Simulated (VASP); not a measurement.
Input of a VASP 6.6.1 run:

File INCAR:

```
SYSTEM = TaN
  PREC = Accurate
  ENCUT = 700
  EDIFF = 1E-6
  ISMEAR = 0
  SIGMA = 0.05
  LREAL = .False.
  LASPH = .True.
  NELM = 200
  ALGO = Normal
  ISIF = 2
  LWAVE = .False.
  LCHARG = .False.
  ISPIN = 2
  MAGMOM = 0 0 0 0 0 0
  LORBIT = 11
  LMAXMIX = 4
  LDAU = .True.
  LDAUTYPE = 2
  LDAUL = 2 -1
  LDAUU = 2 0
  LDAUJ = 0 0
  LDAUPRINT = 1
  NBANDS = 40
  GGA_COMPAT = .False.
```

The input KPOINTS:

```
Automatic mesh
0
Gamma
  4 4 6
  0 0 0
```

The input POSCAR:

```
TaN
1.0
    5.1960001500      0.0000000000      0.0000000000
   -2.5980000800      4.4998681300      0.0000000000
    0.0000000000      0.0000000000      2.9109996000
Ta N
3 3
Direct
    0.3333333333      0.6666666667      0.5000000000
    0.6666666667      0.3333333333      0.5000000000
    0.0000000000      0.0000000000      0.0000000000
    0.3928500000      0.0000000000      0.0000000000
    0.6071500000      0.6071500000      0.0000000000
    0.0000000000      0.3928500000      0.0000000000
```

Potentials or basis: VASP PAW LDA potentials, release 64 (Ta_sv_GW, N).

Run with:

```bash
$ cat potpaw_LDA.64/Ta_sv_GW/POTCAR potpaw_LDA.64/N/POTCAR > POTCAR
$ mpirun -np 1 vasp_std > vasp.out
```

Problem. Estimate the band gap on the k mesh.

Solution. Zero (filled and empty bands overlap).

Problem. Predict the largest force.

Solution. 0.096 eV/Å.

Forces on the atoms (eV/Å):
```
Ta   0.000  0.000  0.000
Ta   0.000  0.000  0.000
Ta   0.000  0.000  0.000
N    0.096  0.000  0.000
N   -0.048 -0.083  0.000
N   -0.048  0.083  0.000
```

Caveat: spin-orbit coupling is left out, which moves the levels of the heavy elements.
